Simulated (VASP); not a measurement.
Input of a VASP 6.6.1 run:

The input POSCAR:

```
Ni
1.0
    2.4901399160      0.0000000000      0.0000000000
   -1.2450699580      2.1565244262      0.0000000000
    0.0000000000      0.0000000000      4.0623111144
Ni
2
Direct
    0.6666666667      0.3333333333      0.7500000000
    0.3333333333      0.6666666667      0.2500000000
```

File INCAR.step1:

```
PREC = Accurate
ENCUT = 520
EDIFF = 1E-5
ISMEAR = -1
SIGMA = 0.05
LREAL = False
LASPH = True
NELM = 150
ALGO = Normal
ISIF = 2
LWAVE = True
LCHARG = False
ISPIN = 2
MAGMOM = 1 1
LORBIT = 11
LMAXMIX = 4
NBANDS = 21
GGA = PE
```

The input INCAR.step2:

```
PREC = Accurate
ENCUT = 520
EDIFF = 1E-7
ISMEAR = -1
SIGMA = 0.05
LREAL = False
LASPH = True
NELM = 150
ALGO = Normal
ISIF = 2
LWAVE = False
LCHARG = False
ISPIN = 2
MAGMOM = 1 1
LORBIT = 11
LMAXMIX = 4
GGA = PE
LHFCALC = True
AEXX = 0.25
HFSCREEN = 0.3
PRECFOCK = Normal
NBANDS = 21
ISTART = 1
```

File KPOINTS:

```
Automatic mesh
0
Gamma
  6 6 4
```

Potentials or basis: VASP PAW PBE potentials, release 64 (Ni).

Launch:

```sh
$ cat potpaw_PBE.64/Ni/POTCAR > POTCAR
$ cp INCAR.step1 INCAR
$ mpirun -np 1 vasp_std > vasp.out
$ cp INCAR.step2 INCAR
$ mpirun -np 1 vasp_std > vasp.out
```

Predict the pressure.

0.6 GPa.

Predict the net moment.

1.53 μB per cell.

Stress tensor (GPa, compression positive):
```
0.52 0.00 0.00
0.00 0.52 0.00
0.00 0.00 0.69
```

Caveat: the k points lie up to 0.49 Å⁻¹ apart; the PAW data sets were made with another functional, which shifts forces and pressure a little.
